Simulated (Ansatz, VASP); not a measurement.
One calculation of CrPtSe3, two programs

The input INCAR:

```
SYSTEM = CrPtSe3
PREC = Accurate
ENCUT = 520
EDIFF = 1E-6
ISMEAR = 0
SIGMA = 0.1
LREAL = .False.
LASPH = .True.
NELM = 150
ALGO = Normal
ISIF = 2
LWAVE = .False.
LCHARG = .False.
ISPIN = 2
MAGMOM = 3 0 0 0 0
LORBIT = 11
LMAXMIX = 4
GGA = PE
NBANDS = 32
```

File KPOINTS:

```
regular mesh
0
Gamma
  4 4 4
  0 0 0
```

POSCAR

```
CrPtSe3
1.0
    4.7705110100      0.0000000000      0.0000000000
    0.0000000000      4.7705110100      0.0000000000
    0.0000000000      0.0000000000      4.7705110100
Cr Pt Se
1 1 3
Direct
    0.5000000000      0.5000000000      0.5000000000
    0.0000000000      0.0000000000      0.0000000000
    0.5000000000      0.0000000000      0.0000000000
    0.0000000000      0.5000000000      0.0000000000
    0.0000000000      0.0000000000      0.5000000000
```

Input for Ansatz:

```yaml
crystal:
  lattice:
    - [4.77051101, 0.0, 0.0]
    - [0.0, 4.77051101, 0.0]
    - [0.0, 0.0, 4.77051101]
  atoms:
    - { symbol: Cr, position: [0.5, 0.5, 0.5], spin: 3.0 }
    - { symbol: Pt, position: [0.0, 0.0, 0.0] }
    - { symbol: Se, position: [0.5, 0.0, 0.0] }
    - { symbol: Se, position: [0.0, 0.5, 0.0] }
    - { symbol: Se, position: [0.0, 0.0, 0.5] }
basis:
  ecutwfc: 420
kpoints:
  mp_grid: { grid: [4, 4, 4] }
hamiltonian:
  xc: pbe
scf:
  occupations: { method: gaussian, width: 0.1 }
  lower_state_search: "off"
output:
  forces: true
  stress: true
  eigenvalues: true
  populations: true
magnetization:
  spin_polarized: true
```

Change from the starting cell: species swapped into the Ce3AlO type (Pm-3m, No. 221).

Alike in both runs: task single point; functional PBE; k mesh 4 × 4 × 4; occupations gaussian, width 0.1 eV; collinear spin.

|  | VASP | Ansatz |
| --- | --- | --- |
| version | VASP 6.6.1 | Ansatz 0.2.0 |
| potentials or method | VASP PAW PBE potentials, release 64 (Cr_pv, Pt, Se), cutoff 520 eV | scalar-relativistic, plane waves, PAW |
| valence electrons in the cell | 40 | 80 |

```tsv
	VASP	Ansatz	Ansatz less VASP
gap on the k mesh at the Fermi level (eV)	none	none	-
pressure (GPa)	11.6	11.5	-0.10
net moment per atom (μB)	0.58	0.58	0.000
size of the moment on the site where the two differ most (μB)	3.95	4.18	+0.228
```

Site moments also hang on the region over which each program counts them. A gap of «none» marks a metal or a gap that the smearing closes. With one functional, cell and mesh, what is left measures potentials, basis and numerics. VASP's potentials hold 40 valence electrons a cell and Ansatz's 80, so a difference there can come from the potentials and not from the codes.

Neither program's run includes spin-orbit coupling.
